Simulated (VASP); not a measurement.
Set up this calculation in VASP 6.6.1, as the native input.

```
Task                    : density of states
Functional              : PBE
Potentials or basis     : VASP PAW PBE potentials, release 64 (Pt)
Cutoff                  : 520 eV
k mesh                  : 16 × 16 × 15
Occupations             : fermi-dirac, width 0.08 eV
Spin                    : no spin polarisation
Dipole correction       : no
k mesh for the DOS      : 24 × 24 × 23
Occupations for the DOS : tetrahedron
Further INCAR settings  : ALGO = Normal; EDIFF = 1e-06; NBANDS = 11
```

The system is Pt.

```xyz
1
Lattice="2.0887 0.0000 0.0000 -1.0443 1.8088 0.0000 0.0000 0.0000 2.0054" Properties=species:S:1:pos:R:3 pbc="T T T"
Pt    0.0000    0.0000    0.0000
```

This cell differs from its parent crystal: volume scaled by 0.45.

These files were run (other wordings do the same):

POSCAR

```
Pt
1.0
    2.0886772813      0.0000000000      0.0000000000
   -1.0443386407      1.8088475859      0.0000000000
    0.0000000000      0.0000000000      2.0053978172
Pt
1
Direct
    0.0000000000      0.0000000000      0.0000000000
```

INCAR.step1

```
PREC = Accurate ; ENCUT = 520
EDIFF = 1E-6 ; ISMEAR = -1
SIGMA = 0.08 ; LREAL = False
LASPH = True ; NELM = 60
ALGO = Normal ; ISIF = 2
LWAVE = False ; LCHARG = True
LMAXMIX = 4 ; GGA = PE
NBANDS = 11
```

KPOINTS.step1

```
Automatic mesh
0
Gamma
  16 16 15
```

INCAR.step2

```
PREC = Accurate ; ENCUT = 520
EDIFF = 1E-6 ; ISMEAR = -5
SIGMA = 0.08 ; LREAL = False
LASPH = True ; NELM = 60
ALGO = Normal ; ISIF = 2
LWAVE = False ; LCHARG = False
LMAXMIX = 4 ; GGA = PE
LORBIT = 10 ; NBANDS = 11
NEDOS = 2001 ; ICHARG = 11
```

KPOINTS.step2

```
Automatic mesh
0
Gamma
  24 24 23
```

Potentials or basis: VASP PAW PBE potentials, release 64 (Pt).

Run with:

```console
$ cat potpaw_PBE.64/Pt/POTCAR > POTCAR
$ cp INCAR.step1 INCAR
$ cp KPOINTS.step1 KPOINTS
$ mpirun -np 1 vasp_std > vasp.out
$ cp INCAR.step2 INCAR
$ cp KPOINTS.step2 KPOINTS
$ mpirun -np 1 vasp_std > vasp.out
```

Run time: 34 s on 1 thread of AMD EPYC 9R45 96-Core Processor (Zen 5) (shared host), peak memory 0.16 GiB.
